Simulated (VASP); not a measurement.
# BN: single point with r2SCAN+D3(BJ)

The system is BN.

```
B N
1.0
     6.55449   -1.25599    0.00000
     6.55449    1.25599    0.00000
    -0.03984    0.00000    4.39832
B N
4 4
Direct
  0.00008 0.00008 0.99882
  0.20001 0.20001 0.42770
  0.86575 0.86575 0.38057
  0.53153 0.53153 0.49828
  0.98077 0.98077 0.34311
  0.50616 0.50616 0.84316
  0.64689 0.64689 0.44380
  0.31230 0.31230 0.39305
```

```json
{"Program": "VASP 6.6.1", "Task": "single point", "Functional": "r2SCAN", "Dispersion": "D3(BJ)", "Potentials or basis": "VASP PAW PBE potentials, release 64 (B, N)", "Cutoff": "520 eV", "k mesh": "8 × 8 × 6", "Occupations": "gaussian, width 0.01 eV", "Spin": "no spin polarisation", "Dipole correction": "no", "Further INCAR settings": "ALGO = Normal; EDIFF = 1e-06; NBANDS = 26"}
```

| Item | Value |
| --- | --- |
| Pressure | -4.4 GPa |
| Largest force | 0.097 eV/Å |
| Band gap on the k mesh | 2.05 eV |
| Dispersion energy per atom | -0.066 eV |

Forces in eV/Å, atoms in the order of the input:
```
B    0.032  0.000 -0.059
B   -0.017  0.000  0.014
B   -0.044  0.000  0.016
B    0.051  0.000  0.036
N   -0.061  0.000 -0.049
N   -0.053  0.000  0.081
N    0.024  0.000 -0.028
N    0.068  0.000 -0.010
```

Stress tensor (GPa, compression positive):
```
-4.39  0.00  0.15
 0.00 -5.22  0.00
 0.15  0.00 -3.65
```

Levels at points of the mesh, in eV from the valence-band top:
```csv
k point,band 14,band 15,band 16,band 17,band 18,band 19
"(0.00, 0.00, 0.00)",-1.79,-1.39,-1.38,4.21,6.03,7.18
"(0.50, 0.00, 0.00)",-1.89,-0.97,-0.40,3.41,4.43,5.35
"(0.50, 0.50, 0.00)",-2.57,-1.87,-1.62,4.89,5.51,6.31
"(0.00, 0.00, 0.50)",-2.07,-1.88,-1.61,5.64,6.82,7.72
"(0.50, 0.00, 0.50)",-2.24,-1.40,0.00,2.05,4.43,5.93
"(0.50, 0.50, 0.50)",-3.04,-2.57,-2.35,5.76,6.66,8.01
```

Wall time 14 min on 1 thread of Intel(R) Xeon(R) 6975P-C (Granite Rapids) (shared host), peak memory 0.39 GiB.

Caveat: three body term missing; the cell stands under tension; the PAW data sets were made with another functional, which shifts forces and pressure a little. A k mesh can miss the band edges.
